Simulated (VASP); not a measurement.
# Cu (P6/mmm) in VASP: relaxation of cell and atoms with r2SCAN

Aim: the relaxation of cell and atoms of Cu with r2SCAN.

Program: VASP 6.6.1. These are calculated values, not measurements. Logs are shortened: lines on timing, memory, paths and dates and some standing lists are left out, and cuts for length are marked.

## 1. The cell of the first run

The structure is hexagonal, space group P6/mmm (No. 191). The conventional cell has a = 4.095 Å, b = 4.095 Å, c = 2.411 Å, α = 90.00°, β = 90.00°, γ = 120.00°. Within 3.2 Å of Cu (site symmetry 6/mmm) lie 14 Cu at 2.41 to 2.65 Å. Cu (site symmetry -6m2) has 11 Cu at 2.36 to 2.65 Å within 3.1 Å.

This isn't the form of Cu at room conditions, which is fcc.

## 2. Relaxation of cell and atoms, r2SCAN

Input file POSCAR:

```
Cu
1.0
    4.0953948797      0.0000000000      0.0000000000
   -2.0476974398      3.5467160043      0.0000000000
    0.0000000000      0.0000000000      2.4114915429
Cu
3
Direct
    0.0000000000      0.0000000000      0.0000000000
    0.3333333333      0.6666666667      0.5000000000
    0.6666666667      0.3333333333      0.5000000000
```

Input file INCAR.step1:

```
SYSTEM = Cu
  PREC = Accurate
  ENCUT = 660
  ISMEAR = 0
  SIGMA = 0.1
  LREAL = .FALSE.
  LASPH = .TRUE.
  NELM = 120
  GGA = PE
  ALGO = Normal
  EDIFF = 1E-5
  LWAVE = .TRUE.
  LCHARG = .FALSE.
  GGA_COMPAT = .FALSE.
  IBRION = 2
  ISIF = 3
  EDIFFG = -0.005
  NELMIN = 4
  NSW = 100
  KPAR = 4
```

Input file INCAR.step2:

```
SYSTEM = Cu
  PREC = Accurate
  ENCUT = 660
  EDIFF = 1E-7
  ISMEAR = 0
  SIGMA = 0.1
  LREAL = .FALSE.
  LASPH = .TRUE.
  NELM = 120
  ALGO = Normal
  ISIF = 3
  LWAVE = .FALSE.
  LCHARG = .FALSE.
  METAGGA = R2SCAN
  LMIXTAU = .TRUE.
  IBRION = 2
  NSW = 100
  EDIFFG = -0.01
  ISTART = 1
  GGA_COMPAT = .FALSE.
  NELMIN = 4
  KPAR = 4
```

Input file KPOINTS:

```
regular mesh
0
G
  15 15 18
  0 0 0
```

Potentials or basis: VASP PAW PBE potentials, release 64 (Cu).

Launch:

```console
$ cat potpaw_PBE.64/Cu/POTCAR > POTCAR
$ cp INCAR.step1 INCAR
$ mpirun -np 4 vasp_std > vasp.out
$ cp INCAR.step2 INCAR
$ mpirun -np 4 vasp_std > vasp.out
```

OUTCAR:

```text
SYSTEM = Cu
   PREC = Accurate
   ENCUT = 660
   EDIFF = 1E-7
   ISMEAR = 0
   LREAL = .FALSE.
   LASPH = .TRUE.
   NELM = 120
   ISIF = 3
   METAGGA = R2SCAN
   IBRION = 2
   NSW = 100
   EDIFFG = -0.01
   ISTART = 1
   NELMIN = 4

 ion  position               nearest neighbor table
   1  0.000  0.000  0.000-   2 2.65   3 2.65   2 2.65   3 2.65   2 2.65   2 2.65   3 2.65   3 2.65
                             3 2.65   3 2.65   2 2.65   2 2.65
   2  0.333  0.667  0.500-   3 2.36   3 2.36   3 2.36   1 2.65   1 2.65   1 2.65   1 2.65   1 2.65
                             1 2.65
   3  0.667  0.333  0.500-   2 2.36   2 2.36   2 2.36   1 2.65   1 2.65   1 2.65   1 2.65   1 2.65
                             1 2.65

  LATTYP: Found a hexagonal cell.
 ALAT       =     4.0953948797
 C/A-ratio  =     0.5888300429

  Lattice vectors:

 A1 = (   4.0953948797,   0.0000000000,   0.0000000000)
 A2 = (  -2.0476974398,   3.5467160043,   0.0000000000)
 A3 = (   0.0000000000,   0.0000000000,   2.4114915429)

Analysis of symmetry for initial positions (statically):
=====================================================================
 Subroutine PRICEL returns:
 Original cell was already a primitive cell.

 Routine SETGRP: Setting up the symmetry group for a
 hexagonal supercell.

 Subroutine GETGRP returns: Found 24 space group operations
 (whereof 24 operations were pure point group operations)
 out of a pool of 24 trial point group operations.

The static configuration has the point symmetry D_6h.

Analysis of symmetry for dynamics (positions and initial velocities):
=====================================================================
 Subroutine PRICEL returns:
 Original cell was already a primitive cell.

 Routine SETGRP: Setting up the symmetry group for a
 hexagonal supercell.

 Subroutine GETGRP returns: Found 24 space group operations
 (whereof 24 operations were pure point group operations)
 out of a pool of 24 trial point group operations.

The dynamic configuration has the point symmetry D_6h.

 Subroutine INISYM returns: Found 24 space group operations
 (whereof 24 operations are pure point group operations),
 and found     1 'primitive' translations

[... 102 lines left out ...]
   ISIF   =      3    stress and relaxation
   ISYM   =      2    0-nonsym 1-usesym 2-fastsym
   POTIM  = 0.5000    time-step for ionic-motion
   TEBEG  =    0.0;   TEEND  =   0.0 temperature during run
   PSTRESS=    0.0 pullay stress
   NELECT =      33.0000    total number of electrons
   NUPDOWN=      -1.0000    fix difference up-down
   EMIN   =  10.00;   EMAX   =-10.00  energy-range for DOS
   EFERMI =   0.00;   METHOD = LEGACY
   ISMEAR =     0;   SIGMA  =   0.10  broadening in eV -4-tet -1-fermi 0-gaus
   EFERMI_NEDOS =   21; number of points for ismear=-14 and -15
   IALGO  =     38    algorithm
   IMIX   =      4    mixing-type and parameters
     AMIX     =   0.40;   BMIX     =  1.00
     AMIX_MAG =   1.60;   BMIX_MAG =  1.00
  volume/ion in A,a.u.               =      11.68        78.79
  Fermi-wavevector in a.u.,A,eV,Ry     =   1.604883  3.032790 35.043858  2.575651
  Thomas-Fermi vector in A             =   2.701318
   LORBIT       =      0    0 simple, 1 ext, 2 COOP (PROOUT), +10 PAW based schemes
   METAGGA = R2SCAN    functional components
   LHFCALC =     F    Hartree Fock is set to
   AEXX    =    0.0000 exact exchange contribution
   IVDW    =     0    specifies the selected vdW correction
   LEPSILON=     F    determine dielectric tensor
   LRPA    =     F    only Hartree local field effects (RPA)
 conjugate gradient relaxation of ions
 non-spin polarized calculation
 Gauss-broadening in eV      SIGMA  =   0.10
  energy-cutoff  :      660.00
  volume of cell :       35.03
 maximum number of plane-waves:      1384
 NGX is ok and might be reduce to    36
   NGX = 17   NGY = 17   NGZ = 11

--------------------------------------- Ionic step        1  -------------------------------------------

 number of electron      32.9999991 magnetization

 Free energy of the ion-electron system (eV)
  ---------------------------------------------------
  ext. energy  EPLUGINS =         0.00000000
  ---------------------------------------------------
  free energy    TOTEN  =       -32.23439499 eV

  energy without entropy =      -32.23060864  energy(sigma->0) =      -32.23250182

------------------------ aborting loop because EDIFF is reached ----------------------------------------

  FORCE on cell =-STRESS in cart. coord.  units (eV):
  Direction    XX          YY          ZZ          XY          YZ          ZX
  --------------------------------------------------------------------------------------
  -------------------------------------------------------------------------------------
  Total       -0.3135560     -0.3135560      0.7064364     -0.0000000      0.0000000     -0.0000000
  in kB      -14.3422659    -14.3422659     32.3128811     -0.0000000      0.0000000     -0.0000000
  external PRESSURE =       1.2094498 kB  Pullay stress =       0.0000000 kB
[... 61 lines left out ...]
--------------------------------------- Ionic step        3  -------------------------------------------

 number of electron      33.0000017 magnetization

 Free energy of the ion-electron system (eV)
  ---------------------------------------------------
  ext. energy  EPLUGINS =         0.00000000
  ---------------------------------------------------
  free energy    TOTEN  =       -32.24012291 eV

  energy without entropy =      -32.23615627  energy(sigma->0) =      -32.23813959

 E-fermi :   7.5633     XC(G=0): -13.8011

 val. band max:        7.5606800134   @ k =   0.2000   0.1333   0.0556
 cond. band min:       7.5640139732   @ k =   0.2667   0.2667   0.4444
 fundamental gap:      0.0033339597
 Fermi energy:         7.5633333216

 k-point     1 :       0.0000    0.0000    0.0000
  band No.  band energies     occupation
      1      -2.2118      2.00000
      2       2.7534      2.00000
      3       3.6836      2.00000
      4       3.6836      2.00000
      5       3.7439      2.00000
      6       3.7439      2.00000
[... 541 lines left out ...]
     19      14.4156      0.00000
     20      19.0073      0.00000

 [... further k-points ...]

------------------------ aborting loop because EDIFF is reached ----------------------------------------

  FORCE on cell =-STRESS in cart. coord.  units (eV):
  Direction    XX          YY          ZZ          XY          YZ          ZX
  --------------------------------------------------------------------------------------
  -------------------------------------------------------------------------------------
  Total       -0.0167824     -0.0167824     -0.0271746     -0.0000000      0.0000000      0.0000000
  in kB       -0.7666569     -0.7666569     -1.2413958     -0.0000000      0.0000000      0.0000000
  external PRESSURE =      -0.9249032 kB  Pullay stress =       0.0000000 kB
[... 18 lines left out ...]
  FREE ENERGIE OF THE ION-ELECTRON SYSTEM (eV)
  ---------------------------------------------------
  free  energy   TOTEN  =       -32.2401229117 eV

  energy  without entropy=      -32.2361562747  energy(sigma->0) =      -32.23813959

 reached required accuracy - stopping structural energy minimisation
```

Wall time 6.9 min (4 MPI ranks of Intel Xeon 6975P-C (Granite Rapids), shared host); peak memory 0.34 GiB.

Results:

```
Free energy                           : -32.2401 eV
Relaxed volume                        : 11.69 Å³/atom
Relaxed cell                          : a = 4.073 Å, b = 4.073 Å, c = 2.441 Å, α = 90.00°, β = 90.00°, γ = 120.00°
Space group after relaxing (to 0.1 Å) : P6/mmm (No. 191)
Energy gained by relaxing             : 1.9 meV/atom
Ionic steps                           : 3
Pressure after relaxing               : -0.1 GPa
Band gap on the k mesh                : zero (an odd number of electrons rules out a gap without spin polarisation)
```

Step by step:
```csv
step,energy change (eV),largest force (eV/Å),pressure (GPa),volume (Å³)
1,0.0000,0.0000,0.12,35.03
2,-0.0057,0.0000,-0.01,35.07
3,-0.0057,0.0000,-0.09,35.07
```

Final structure:
```
CELL_PARAMETERS angstrom
4.07298 0.00000 0.00000
-2.03649 3.52731 0.00000
0.00000 0.00000 2.44122
ATOMIC_POSITIONS crystal
Cu 0.00000 0.00000 0.00000
Cu 0.33333 0.66667 0.50000
Cu 0.66667 0.33333 0.50000
```

Levels at points of the mesh, in eV from the Fermi level:
| k point | band 13 | band 14 | band 15 | band 16 | band 17 | band 18 | band 19 | band 20 |
| --- | --- | --- | --- | --- | --- | --- | --- | --- |
| (0.00, 0.00, 0.00) | -2.51 | -2.51 | -1.72 | -1.72 | 4.72 | 4.72 | 4.72 | 4.72 |
| (0.00, 0.00, 0.50) | -1.85 | -1.85 | -1.39 | -0.35 | 0.35 | 8.78 | 9.11 | 9.11 |

Caveat: the PAW data sets were made with another functional, which shifts forces and pressure a little.
